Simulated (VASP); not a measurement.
# Hf5H in VASP: notebook

Runs on Hf5H. Level: PBE+D3(BJ). Tasks: single point.

All numbers are computed with VASP 6.6.1; they aren't measurements. Logs are shortened: lines on timing, memory, paths and dates and some standing lists are left out, and cuts for length are marked.

### Step 1. The cell of the first run

The cell holds a slab with vacuum, 6 atoms: a = 4.956 Å, b = 4.956 Å, c = 21.133 Å, α = 90.00°, β = 90.00°, γ = 120.00°.

### Step 2. Single point, PBE+D3(BJ)

Contents of INCAR:

```
PREC = Accurate
ENCUT = 520
EDIFF = 1E-6
ISMEAR = 0
SIGMA = 0.1
LREAL = False
LASPH = True
NELM = 60
ALGO = Normal
ISIF = 2
LWAVE = False
LCHARG = True
LDIPOL = True
IDIPOL = 3
DIPOL = 0.5 0.5 0.313
GGA = PE
IVDW = 12
LELF = True
LVHAR = True
LVACPOTAV = True
NBANDS = 34
```

Contents of KPOINTS:

```
Automatic mesh
0
Gamma
  6 6 1
```

Contents of POSCAR:

```
Hf5H
1.0
    4.9564149667      0.0000000000      0.0000000000
   -2.4782074834      4.2923812729      0.0000000000
    0.0000000000      0.0000000000     21.1328376004
Hf H
5 1
Direct
    0.6666666667      0.3333333333      0.1892788879
    0.3333333333      0.6666666667      0.2371533849
    0.0000000000      0.0000000000      0.2763383880
    0.6666666667      0.3333333333      0.3164267596
    0.3333333333      0.6666666667      0.3706476976
    0.3333333333      0.6666666667      0.4889470026
```

Potentials or basis: VASP PAW PBE potentials, release 64 (Hf_pv, H).

On the command line:

```sh
cat potpaw_PBE.64/Hf_pv/POTCAR potpaw_PBE.64/H/POTCAR > POTCAR
mpirun -np 1 vasp_std > vasp.out
```

OUTCAR:

```text
PREC = Accurate
   ENCUT = 520
   EDIFF = 1E-6
   ISMEAR = 0
   LREAL = False
   LASPH = True
   NELM = 60
   ISIF = 2
   GGA = PE
   IVDW = 12
 IVDW          = 12

 ion  position               nearest neighbor table
   1  0.667  0.333  0.189-   4 2.69   2 3.04   2 3.04   2 3.04   3 3.40   3 3.40   3 3.40
   2  0.333  0.667  0.237-   5 2.82   3 2.98   3 2.98   3 2.98   1 3.04   1 3.04   1 3.04   4 3.32
                             4 3.32   4 3.32
   3  0.000  0.000  0.276-   2 2.98   2 2.98   2 2.98   4 2.98   4 2.98   4 2.98   1 3.40   1 3.40
                             1 3.40   5 3.49   5 3.49   5 3.49
   4  0.667  0.333  0.316-   1 2.69   3 2.98   3 2.98   3 2.98   5 3.08   5 3.08   5 3.08   2 3.32
                             2 3.32   2 3.32
   5  0.333  0.667  0.371-   2 2.82   4 3.08   4 3.08   4 3.08   3 3.49   3 3.49   3 3.49
   6  0.333  0.667  0.489-

  LATTYP: Found a hexagonal cell.
 ALAT       =     4.9564149667
 C/A-ratio  =     4.2637345223

  Lattice vectors:

 A1 = (   4.9564149667,   0.0000000000,   0.0000000000)
 A2 = (  -2.4782074834,   4.2923812729,   0.0000000000)
 A3 = (   0.0000000000,   0.0000000000,  21.1328376004)

Analysis of symmetry for initial positions (statically):
=====================================================================
 Subroutine PRICEL returns:
 Original cell was already a primitive cell.

 Routine SETGRP: Setting up the symmetry group for a
 hexagonal supercell.

 Subroutine GETGRP returns: Found  6 space group operations
 (whereof  6 operations were pure point group operations)
 out of a pool of 24 trial point group operations.

The static configuration has the point symmetry C_3v.

Analysis of symmetry for dynamics (positions and initial velocities):
=====================================================================
 Subroutine PRICEL returns:
 Original cell was already a primitive cell.

 Routine SETGRP: Setting up the symmetry group for a
 hexagonal supercell.

 Subroutine GETGRP returns: Found  6 space group operations
 (whereof  6 operations were pure point group operations)
 out of a pool of 24 trial point group operations.

The dynamic configuration has the point symmetry C_3v.

 Subroutine INISYM returns: Found  6 space group operations
 (whereof  6 operations are pure point group operations),
 and found     1 'primitive' translations

----------------------------------------------------------------------------------------

                                     Primitive cell

  volume of cell :     449.5974

  direct lattice vectors                    reciprocal lattice vectors
[... 88 lines left out ...]
   NELECT =      51.0000    total number of electrons
   NUPDOWN=      -1.0000    fix difference up-down
   EMIN   =  10.00;   EMAX   =-10.00  energy-range for DOS
   EFERMI =   0.00;   METHOD = LEGACY
   ISMEAR =     0;   SIGMA  =   0.10  broadening in eV -4-tet -1-fermi 0-gaus
   EFERMI_NEDOS =   21; number of points for ismear=-14 and -15
   IALGO  =     38    algorithm
   IMIX   =      4    mixing-type and parameters
     AMIX     =   0.40;   BMIX     =  1.00
     AMIX_MAG =   1.60;   BMIX_MAG =  1.00
  volume/ion in A,a.u.               =      74.93       505.67
  Fermi-wavevector in a.u.,A,eV,Ry     =   0.792484  1.497577  8.544871  0.628030
  Thomas-Fermi vector in A             =   1.898231
   LORBIT       =      0    0 simple, 1 ext, 2 COOP (PROOUT), +10 PAW based schemes
   GGA     = PE    functional components
   LHFCALC =     F    Hartree Fock is set to
   AEXX    =    0.0000 exact exchange contribution
   IVDW    =    12    specifies the selected vdW correction
   LEPSILON=     F    determine dielectric tensor
   LRPA    =     F    only Hartree local field effects (RPA)
 non-spin polarized calculation
 Gauss-broadening in eV      SIGMA  =   0.10
  energy-cutoff  :      520.00
  volume of cell :      449.60
 maximum number of plane-waves:     12126
 NGX is ok and might be reduce to    40
   NGX = 19   NGY = 19   NGZ = 79

 dipolmoment           0.000000      0.000000     -0.015232 electrons x Angstroem

 number of electron      51.0000004 magnetization

 dipolmoment           0.000000      0.000000      0.384180 electrons x Angstroem

 Free energy of the ion-electron system (eV)
  ---------------------------------------------------
  ext. energy  EPLUGINS =         0.00000000
  ---------------------------------------------------
  free energy    TOTEN  =       -46.09909992 eV

  energy without entropy =      -46.06067160  energy(sigma->0) =      -46.07988576

 E-fermi :  -2.3949     XC(G=0):  -3.9698

 val. band max:       -2.4230353664   @ k =   0.5000   0.0000   0.0000
 cond. band min:      -2.3923120898   @ k =   0.1667   0.1667   0.0000
 fundamental gap:      0.0307232766
 Fermi energy:        -2.3948862688

 k-point     1 :       0.0000    0.0000    0.0000
  band No.  band energies     occupation
      1     -33.6271      2.00000
      2     -33.6100      2.00000
      3     -33.6100      2.00000
      4     -33.4184      2.00000
      5     -33.4184      2.00000
      6     -33.4151      2.00000
[... 248 lines left out ...]
     33      -0.6763      0.00000
     34      -0.5821      0.00000

------------------------ aborting loop because EDIFF is reached ----------------------------------------

 Edisp (eV)   -1.21513

 E8    (eV) :    -0.6729

  FORCE on cell =-STRESS in cart. coord.  units (eV):
  Direction    XX          YY          ZZ          XY          YZ          ZX
  --------------------------------------------------------------------------------------
  -------------------------------------------------------------------------------------
  Total      -2.80824    -2.80824    -4.02562     0.00000    -0.00000    -0.00000
  in kB     -10.00740   -10.00740   -14.34561     0.00000    -0.00000    -0.00000
  external pressure =      -11.45 kB  Pullay stress =        0.00 kB

 VOLUME and BASIS-vectors are now :
 -----------------------------------------------------------------------------
  energy-cutoff  :      520.00
  volume of cell :      449.60
      direct lattice vectors                 reciprocal lattice vectors
     4.956414967  0.000000000  0.000000000     0.201758732  0.116485458  0.000000000
    -2.478207483  4.292381273  0.000000000     0.000000000  0.232970917  0.000000000
     0.000000000  0.000000000 21.132837600     0.000000000  0.000000000  0.047319722

 POSITION                                       TOTAL-FORCE (eV/Angst)
 -----------------------------------------------------------------------------------
      2.47821      1.43079      4.00000        -0.000000      0.000000     -1.007935
     -0.00000      2.86159      5.01172         0.000000     -0.000000      1.088209
      0.00000      0.00000      5.83981        -0.000000      0.000000      0.030777
      2.47821      1.43079      6.68700        -0.000000      0.000000     -0.264602
     -0.00000      2.86159      7.83284        -0.000000      0.000000      2.173435
     -0.00000      2.86159     10.33284        -0.000000      0.000000     -2.019885
 -----------------------------------------------------------------------------------
    total drift:                                0.000000     -0.000000      0.000101

  FREE ENERGIE OF THE ION-ELECTRON SYSTEM (eV)
  ---------------------------------------------------
  free  energy   TOTEN  =       -47.3142258375 eV

  energy  without entropy=      -47.2757975169  energy(sigma->0) =      -47.29501168

 vacuum level on the upper side and lower side of the slab         4.185         0.917
```

OSZICAR:

```text
N       E                     dE             d eps       ncg     rms          rms(c)
DAV:   1     0.192714560635E+03    0.19271E+03   -0.26069E+04   652   0.115E+03
DAV:   2    -0.340797510931E+02   -0.22679E+03   -0.21967E+03   606   0.250E+02
DAV:   3    -0.511097111533E+02   -0.17030E+02   -0.16417E+02   620   0.507E+01
[... 26 lines left out ...]
DAV:  30    -0.460990872584E+02   -0.12764E-04   -0.28892E-06   456   0.726E-03    0.449E-03
DAV:  31    -0.460990921833E+02   -0.49249E-05   -0.34846E-07   356   0.286E-03    0.263E-03
DAV:  32    -0.460990977255E+02   -0.55422E-05   -0.35428E-07   372   0.164E-03    0.176E-03
DAV:  33    -0.460990991106E+02   -0.13851E-05   -0.12835E-07   344   0.127E-03    0.120E-03
DAV:  34    -0.460990999236E+02   -0.81305E-06   -0.59223E-08   316   0.906E-04
   1 F= -.47314226E+02 E0= -.47295012E+02  d E =-.384283E-01
```

stdout:

```text
POSCAR found type information on POSCAR HfH
 POSCAR found :  2 types and       6 ions
 scaLAPACK will be used
 LDA part: xc-table for (Slater+PW92), standard interpolation
 POSCAR, INCAR and KPOINTS ok, starting setup
 FFT: planning ... GRIDC
 FFT: planning ... GRID_SOFT
 FFT: planning ... GRID
 WAVECAR not read
 entering main loop
 -----------------------------------------------------------------------------
|                                                                             |
|           W    W    AA    RRRRR   N    N  II  N    N   GGGG   !!!           |
|           W    W   A  A   R    R  NN   N  II  NN   N  G    G  !!!           |
|           W    W  A    A  R    R  N N  N  II  N N  N  G       !!!           |
|           W WW W  AAAAAA  RRRRR   N  N N  II  N  N N  G  GGG   !            |
|           WW  WW  A    A  R   R   N   NN  II  N   NN  G    G                |
|           W    W  A    A  R    R  N    N  II  N    N   GGGG   !!!           |
|                                                                             |
|     Did not find any points to average over, which means that no vacuum     |
|     field-free region was found. Please increase the size of  your cell     |
|     in the dimension of the dipole correction to obtain accurate            |
|     workfunction values.                                                    |
|                                                                             |
 -----------------------------------------------------------------------------
```

Wall time 5.7 min (1 thread of Intel Xeon Platinum 8259CL at 2.50GHz (Skylake/Cascade Lake), shared host); peak memory 0.61 GiB.

Results:

```yaml
Free_energy: -47.3142 eV
Largest_force: 2.173 eV/Å
Dispersion_energy_per_atom: -0.203 eV
```

Forces on the atoms (eV/Å):
```
Hf   0.000  0.000 -1.008
Hf   0.000  0.000  1.088
Hf   0.000  0.000  0.031
Hf   0.000  0.000 -0.265
Hf   0.000  0.000  2.173
H    0.000  0.000 -2.020
```

Caveat: spin-orbit coupling is left out, which moves the levels of the heavy elements.

### Step 3. Single point, PBE+D3(BJ)

Contents of INCAR:

```
  ALGO = Normal
  DIPOL = 0.5 0.5 0.313
  EDIFF = 1E-6
  ENCUT = 520
  GGA = PE
  IDIPOL = 3
  ISIF = 2
  ISMEAR = 0
  IVDW = 12
  LASPH = True
  LCHARG = True
  LDIPOL = True
  LELF = True
  LREAL = False
  LVACPOTAV = True
  LVHAR = True
  LWAVE = False
  NBANDS = 34
  NELM = 60
  PREC = Accurate
  SIGMA = 0.1
```

Contents of KPOINTS:

```
k-points
0
Gamma
  6 6 1
```

POSCAR, as its differences from that of step 2:

```diff
@@ -13,2 +13,2 @@
     0.3333333333      0.6666666667      0.3706476976
-    0.3333333333      0.6666666667      0.4889470026
+    0.6666666667      1.3333333333      0.4889470026
```

Potentials or basis: VASP PAW PBE potentials, release 64 (Hf_pv, H).

On the command line:

```sh
cat potpaw_PBE.64/Hf_pv/POTCAR potpaw_PBE.64/H/POTCAR > POTCAR
mpirun -np 1 vasp_std > vasp.out
```

Run time: 5 min. Hardware: 1 thread of Intel Xeon Platinum 8259CL at 2.50GHz (Skylake/Cascade Lake), shared host; peak memory 0.6 GiB.

Results (log left out):

- Free energy: -46.5261 eV
- Largest force: 1.292 eV/Å
- Dispersion energy per atom: -0.204 eV

Forces in eV/Å, atoms in the order of the input:
```
Hf   0.000  0.000 -1.292
Hf   0.000  0.000  1.094
Hf   0.000  0.000 -0.096
Hf   0.000  0.000  0.673
Hf   0.000  0.000  0.853
H    0.000  0.000 -1.232
```

Levels at points of the mesh, in eV from the Fermi level:
```csv
k point,band 22,band 23,band 24,band 25,band 26,band 27,band 28,band 29,band 30,band 31
"(0.00, 0.00, 0.00)",-0.98,-0.74,-0.27,-0.27,-0.26,0.00,0.00,0.29,1.06,1.06
"(0.50, 0.00, 0.00)",-0.89,-0.78,-0.36,-0.12,-0.02,0.03,0.11,0.54,1.07,1.14
```

Caveat: spin-orbit coupling is left out, which moves the levels of the heavy elements.
